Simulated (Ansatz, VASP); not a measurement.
AlN in VASP and in Ansatz

The input INCAR:

```
SYSTEM = AlN
ALGO = Normal ; EDIFF = 1E-6
ENCUT = 520 ; GGA = PE
ISIF = 2 ; ISMEAR = 0
LASPH = .TRUE. ; LCHARG = .FALSE.
LREAL = .FALSE. ; LWAVE = .FALSE.
NBANDS = 11 ; NELM = 100
PREC = Accurate ; SIGMA = 0.05
```

KPOINTS

```
k-points
0
G
  16 16 16
  0 0 0
```

The input POSCAR:

```
AlN
1.0
    0.0000000000      2.1839935600      2.1839935600
    2.1839935600      0.0000000000      2.1839935600
    2.1839935600      2.1839935600      0.0000000000
Al N
1 1
Direct
    0.0000000000      0.0000000000      0.0000000000
    0.2500000000      0.2500000000      0.2500000000
```

Input for Ansatz:

```yaml
crystal:
  lattice:
    - [0.0, 2.18399356, 2.18399356]
    - [2.18399356, 0.0, 2.18399356]
    - [2.18399356, 2.18399356, 0.0]
  atoms:
    - { symbol: Al, position: [0.0, 0.0, 0.0] }
    - { symbol: "N", position: [0.25, 0.25, 0.25] }
basis:
  ecutwfc: 420
kpoints:
  mp_grid: { grid: [16, 16, 16] }
hamiltonian:
  xc: pbe
scf:
  occupations: { method: gaussian, width: 0.05 }
output:
  forces: true
  eigenvalues: true
  eigenstates:
    nscf_kmesh: { grid: [34, 34, 34] }
    top_band: c6
    de_dk: true
    localisation: true
  stress: true
checkpoint:
  write: ck
  compress: false
  write_wavefunctions: false
  write_every: 100000
```

Alike in both runs: task single point; functional PBE; k mesh 16 × 16 × 16; occupations gaussian, width 0.05 eV; no spin polarisation.

|  | VASP | Ansatz |
| --- | --- | --- |
| version | VASP 6.6.1 | Ansatz 0.2.0 |
| potentials or method | VASP PAW PBE potentials, release 64 (Al, N), cutoff 520 eV | scalar-relativistic, plane waves, PAW |
| valence electrons in the cell | 8 | 8 |

VASP gave:

* gap on the k mesh at the Fermi level (eV): 3.32
* pressure (GPa): 4.6

Question: Estimate Ansatz's values.

Answer: gap on the k mesh at the Fermi level (eV): 3.33; pressure (GPa): 4.9.
